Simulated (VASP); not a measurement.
# Lu (Fd-3m) in VASP: single point with PBE

Aim: the single point of Lu with PBE.

Everything below comes from runs of VASP 6.6.1. Logs are shortened: lines on timing, memory, paths and dates and some standing lists are left out, and cuts for length are marked.

## 1. The cell of the first run

The structure is cubic, space group Fd-3m (No. 227). The conventional cell has a = 6.361 Å, b = 6.361 Å, c = 6.361 Å, α = 90.00°, β = 90.00°, γ = 90.00°. Lu (site symmetry -43m) has 4 Lu at 2.75 Å within 3.6 Å.

This isn't the form of Lu at room conditions, which is hcp.

## 2. Single point, PBE

INCAR reads:

```
SYSTEM = Lu
PREC = Accurate ; ENCUT = 520
EDIFF = 1E-7 ; ISMEAR = -1
SIGMA = 0.05 ; LREAL = .False.
LASPH = .True. ; NELM = 60
ALGO = Normal ; ISIF = 2
LWAVE = .False. ; LCHARG = .False.
GGA = PE ; NBANDS = 32
```

KPOINTS reads:

```
Automatic mesh
0
Gamma
  11 11 11
  0 0 0
```

POSCAR reads:

```
Lu
1.0
    0.0000000000      3.1806696848      3.1806696848
    3.1806696848      0.0000000000      3.1806696848
    3.1806696848      3.1806696848      0.0000000000
Lu
2
Direct
   -0.1250000000     -0.1250000000     -0.1250000000
    0.1250000000      0.1250000000      0.1250000000
```

Potentials or basis: VASP PAW PBE potentials, release 64 (Lu).

Launch:

```console
cat potpaw_PBE.64/Lu/POTCAR > POTCAR
mpirun -np 1 vasp_std > vasp.out
```

OUTCAR:

```text
SYSTEM = Lu
   PREC = Accurate
   ENCUT = 520
   EDIFF = 1E-7
   ISMEAR = -1
   LREAL = .False.
   LASPH = .True.
   NELM = 60
   ISIF = 2
   GGA = PE

 ion  position               nearest neighbor table
   1  0.875  0.875  0.875-   2 2.75   2 2.75   2 2.75   2 2.75
   2  0.125  0.125  0.125-   1 2.75   1 2.75   1 2.75   1 2.75

  LATTYP: Found a face centered cubic cell.
 ALAT       =     6.3613393696

  Lattice vectors:

 A1 = (   0.0000000000,   3.1806696848,   3.1806696848)
 A2 = (   3.1806696848,   0.0000000000,   3.1806696848)
 A3 = (   3.1806696848,   3.1806696848,   0.0000000000)

Analysis of symmetry for initial positions (statically):
=====================================================================
 Subroutine PRICEL returns:
 Original cell was already a primitive cell.

 Routine SETGRP: Setting up the symmetry group for a
 face centered cubic supercell.

 Subroutine GETGRP returns: Found 48 space group operations
 (whereof 12 operations were pure point group operations)
 out of a pool of 48 trial point group operations.

The static configuration has the point symmetry D_3d.
 The point group associated with its full space group is O_h .

Analysis of symmetry for dynamics (positions and initial velocities):
=====================================================================
 Subroutine PRICEL returns:
 Original cell was already a primitive cell.

 Routine SETGRP: Setting up the symmetry group for a
 face centered cubic supercell.

 Subroutine GETGRP returns: Found 48 space group operations
 (whereof 12 operations were pure point group operations)
 out of a pool of 48 trial point group operations.

The dynamic configuration has the point symmetry D_3d.
 The point group associated with its full space group is O_h .

 Subroutine INISYM returns: Found 48 space group operations
 (whereof 12 operations are pure point group operations),
 and found     1 'primitive' translations

----------------------------------------------------------------------------------------

                                     Primitive cell

  volume of cell :      64.3555

  direct lattice vectors                    reciprocal lattice vectors
     0.000000000  3.180669685  3.180669685    -0.157199599  0.157199599  0.157199599
     3.180669685  0.000000000  3.180669685     0.157199599 -0.157199599  0.157199599
     3.180669685  3.180669685  0.000000000     0.157199599  0.157199599 -0.157199599

  length of vectors
     4.498146206  4.498146206  4.498146206     0.272277693  0.272277693  0.272277693

  position of ions in fractional coordinates (direct lattice)
     0.875000000  0.875000000  0.875000000
     0.125000000  0.125000000  0.125000000

  ion indices of the primitive-cell ions
   primitive index   ion index
                 1           1
                 2           2

----------------------------------------------------------------------------------------

 KPOINTS: Automatic mesh

Automatic generation of k-mesh.
 Grid dimensions read from file:
 generate k-points for:   11   11   11

 Generating k-lattice:

  Cartesian coordinates                     Fractional coordinates (reciprocal lattice)
    -0.014290873  0.014290873  0.014290873     0.090909091  0.000000000  0.000000000
     0.014290873 -0.014290873  0.014290873     0.000000000  0.090909091  0.000000000
     0.014290873  0.014290873 -0.014290873     0.000000000  0.000000000  0.090909091

  Length of vectors
     0.024752518  0.024752518  0.024752518

  Shift w.r.t. Gamma in fractional coordinates (k-lattice)
     0.000000000  0.000000000  0.000000000

 Subroutine IBZKPT returns following result:
 ===========================================

 Found     56 irreducible k-points:

 Following reciprocal coordinates:
            Coordinates               Weight
  0.000000  0.000000  0.000000      1.000000
  0.090909  0.000000  0.000000      8.000000
  0.181818  0.000000  0.000000      8.000000
  0.272727  0.000000  0.000000      8.000000
  0.363636  0.000000  0.000000      8.000000
  0.454545  0.000000  0.000000      8.000000
[... 16 lines left out ...]
 -0.272727  0.181818  0.000000     24.000000
 -0.181818  0.181818  0.000000     12.000000
 [... further k-points ...]
   k-points           NKPTS =     56   k-points in BZ     NKDIM =     56   number of bands    NBANDS=     32
   number of dos      NEDOS =    301   number of ions     NIONS =      2
   total plane-waves  NPLWV =  46656
   dimension x,y,z NGX =    36 NGY =   36 NGZ =   36
   dimension x,y,z NGXF=    72 NGYF=   72 NGZF=   72
   ions per type =               2
   NGX,Y,Z   is equivalent  to a cutoff of  13.31, 13.31, 13.31 a.u.
   NGXF,Y,Z  is equivalent  to a cutoff of  26.61, 26.61, 26.61 a.u.
 SYSTEM =  Lu
   PREC   = accura    normal or accurate (medium, high low for compatibility)
   ISTART =      0    job   : 0-new  1-cont  2-samecut
   ICHARG =      2    charge: 1-file 2-atom 10-const
   ISPIN  =      1    spin polarized calculation?
   LNONCOLLINEAR =      F non collinear calculations
   LSORBIT =      F    spin-orbit coupling
   LASPH  =      T    aspherical Exc in radial PAW
   ENCUT  =  520.0 eV  38.22 Ry    6.18 a.u.   8.36  8.36  8.36*2*pi/ulx,y,z
   NELM   =     60;   NELMIN=  2; NELMDL= -5     # of ELM steps
   EDIFF  = 0.1E-06   stopping-criterion for ELM
   LREAL  =      F    real-space projection
   EDIFFG = 0.1E-05   stopping-criterion for IOM
   NSW    =      0    number of steps for IOM
   IBRION =     -1    ionic relax: 0-MD 1-quasi-New 2-CG
   NFREE  =      0    steps in history (QN), initial steepest desc. (CG)
   ISIF   =      2    stress and relaxation
   ISYM   =      2    0-nonsym 1-usesym 2-fastsym
   POTIM  = 0.5000    time-step for ionic-motion
   TEBEG  =    0.0;   TEEND  =   0.0 temperature during run
   PSTRESS=    0.0 pullay stress
   NELECT =      50.0000    total number of electrons
   NUPDOWN=      -1.0000    fix difference up-down
   EMIN   =  10.00;   EMAX   =-10.00  energy-range for DOS
   EFERMI =   0.00;   METHOD = LEGACY
   ISMEAR =    -1;   SIGMA  =   0.05  broadening in eV -4-tet -1-fermi 0-gaus
   EFERMI_NEDOS =   21; number of points for ismear=-14 and -15
   IALGO  =     38    algorithm
   IMIX   =      4    mixing-type and parameters
     AMIX     =   0.40;   BMIX     =  1.00
     AMIX_MAG =   1.60;   BMIX_MAG =  1.00
  volume/ion in A,a.u.               =      32.18       217.15
  Fermi-wavevector in a.u.,A,eV,Ry     =   1.504999  2.844036 30.817503  2.265023
  Thomas-Fermi vector in A             =   2.615905
   LORBIT       =      0    0 simple, 1 ext, 2 COOP (PROOUT), +10 PAW based schemes
   GGA     = PE    functional components
   LHFCALC =     F    Hartree Fock is set to
   AEXX    =    0.0000 exact exchange contribution
   IVDW    =     0    specifies the selected vdW correction
   LEPSILON=     F    determine dielectric tensor
   LRPA    =     F    only Hartree local field effects (RPA)
 non-spin polarized calculation
  energy-cutoff  :      520.00
  volume of cell :       64.36
 maximum number of plane-waves:      1759
 NGX is ok and might be reduce to    36
   NGX = 17   NGY = 17   NGZ = 17

 number of electron      49.9999992 magnetization

 Free energy of the ion-electron system (eV)
  ---------------------------------------------------
  ext. energy  EPLUGINS =         0.00000000
  ---------------------------------------------------
  free energy    TOTEN  =        -4.40947761 eV

  energy without entropy =       -4.38758485  energy(sigma->0) =       -4.39853123

 E-fermi :   1.3456     XC(G=0):  -9.9764

 val. band max:        1.3303784062   @ k =  -0.3636   0.4545   0.1818
 cond. band min:       1.3520605882   @ k =  -0.3636   0.2727   0.0000
 fundamental gap:      0.0216821820
 Fermi energy:         1.3456105998

 k-point     1 :       0.0000    0.0000    0.0000
  band No.  band energies     occupation
      1     -55.4257      2.00000
      2     -55.1089      2.00000
      3     -26.4584      2.00000
      4     -26.4584      2.00000
      5     -26.4584      2.00000
      6     -25.5393      2.00000
[... 24 lines left out ...]
     31       4.0938      0.00000
     32       8.6721      0.00000

 k-point     2 :       0.0909    0.0000    0.0000
  band No.  band energies     occupation
      1     -55.4210      2.00000
      2     -55.1137      2.00000
      3     -26.4678      2.00000
      4     -26.4678      2.00000
      5     -26.4584      2.00000
      6     -25.5409      2.00000
[... 24 lines left out ...]
     31       4.0716      0.00000
     32       8.6274      0.00000

 k-point     3 :       0.1818    0.0000    0.0000
  band No.  band energies     occupation
      1     -55.4075      2.00000
      2     -55.1276      2.00000
      3     -26.4921      2.00000
      4     -26.4921      2.00000
      5     -26.4588      2.00000
      6     -25.5449      2.00000
[... 24 lines left out ...]
     31       4.0871      0.00000
     32       8.4823      0.00000

 k-point     4 :       0.2727    0.0000    0.0000
  band No.  band energies     occupation
      1     -55.3876      2.00000
      2     -55.1481      2.00000
      3     -26.5220      2.00000
      4     -26.5220      2.00000
      5     -26.4601      2.00000
      6     -25.5490      2.00000
[... 24 lines left out ...]
     31       4.3513      0.00000
     32       8.2046      0.00000

 k-point     5 :       0.3636    0.0000    0.0000
  band No.  band energies     occupation
      1     -55.3656      2.00000
      2     -55.1705      2.00000
      3     -26.5480      2.00000
      4     -26.5480      2.00000
      5     -26.4623      2.00000
      6     -25.5517      2.00000
[... 584 lines left out ...]
     31       4.9892      0.00000
     32       6.8670      0.00000

 k-point    22 :      -0.3636    0.1818    0.0000
  band No.  band energies     occupation
      1     -55.3383      2.00000
      2     -55.1984      2.00000
      3     -26.6527      2.00000
      4     -26.5777      2.00000
      5     -26.3277      2.00000
      6     -25.6864      2.00000
[... 24 lines left out ...]
     31       5.2081      0.00000
     32       6.1927      0.00000

 k-point    23 :      -0.2727    0.1818    0.0000
  band No.  band energies     occupation
      1     -55.3582      2.00000
      2     -55.1781      2.00000
      3     -26.6308      2.00000
      4     -26.5503      2.00000
      5     -26.3585      2.00000
      6     -25.6533      2.00000
[... 24 lines left out ...]
     31       4.7462      0.00000
     32       6.5653      0.00000

 k-point    24 :      -0.1818    0.1818    0.0000
  band No.  band energies     occupation
      1     -55.3800      2.00000
      2     -55.1558      2.00000
      3     -26.5902      2.00000
      4     -26.5206      2.00000
      5     -26.3969      2.00000
      6     -25.6121      2.00000
[... 24 lines left out ...]
     31       4.2748      0.00000
     32       7.2624      0.00000

 [... further k-points ...]

------------------------ aborting loop because EDIFF is reached ----------------------------------------

  FORCE on cell =-STRESS in cart. coord.  units (eV):
  Direction    XX          YY          ZZ          XY          YZ          ZX
  --------------------------------------------------------------------------------------
  -------------------------------------------------------------------------------------
  Total        2.7602776      2.7602776      2.7602776      0.0000000      0.0000000      0.0000000
  in kB       68.7191274     68.7191274     68.7191274      0.0000000      0.0000000      0.0000000
  external PRESSURE =      68.7191274 kB  Pullay stress =       0.0000000 kB

 VOLUME and BASIS-vectors are now :
 -----------------------------------------------------------------------------
  energy-cutoff  :      520.00
  volume of cell :       64.36
      direct lattice vectors                 reciprocal lattice vectors
     0.000000000  3.180669685  3.180669685    -0.157199599  0.157199599  0.157199599
     3.180669685  0.000000000  3.180669685     0.157199599 -0.157199599  0.157199599
     3.180669685  3.180669685  0.000000000     0.157199599  0.157199599 -0.157199599

 POSITION                                       TOTAL-FORCE (eV/Angst)
 -----------------------------------------------------------------------------------
      5.56617      5.56617      5.56617         0.000000      0.000000      0.000000
      0.79517      0.79517      0.79517        -0.000000     -0.000000     -0.000000
 -----------------------------------------------------------------------------------
    total drift:                                0.000000      0.000000      0.000000

  FREE ENERGIE OF THE ION-ELECTRON SYSTEM (eV)
  ---------------------------------------------------
  free  energy   TOTEN  =        -4.4094776129 eV

  energy  without entropy=       -4.3875848462  energy(sigma->0) =       -4.39853123
```

Wall time 3.9 min (1 thread of AMD EPYC 7R13, shared host); peak memory 0.27 GiB.

What came out:

| Quantity | Value |
| --- | --- |
| Free energy | -4.4095 eV |
| Pressure | 6.9 GPa |
| Band gap on the k mesh | zero (bands 25 and 26 overlap by 0.83 eV) |

Levels at points of the mesh, in eV from the Fermi level:
```
           k point  band 23  band 24  band 25  band 26  band 27  band 28
(0.00, 0.00, 0.00)    -5.08    -0.04    -0.04     0.84     0.84     0.84
```

Caveat: the cell stands under pressure; spin-orbit coupling is left out, which moves the levels of the heavy elements.

The gap in the log of VASP goes by the Fermi energy; the results here count the filled bands.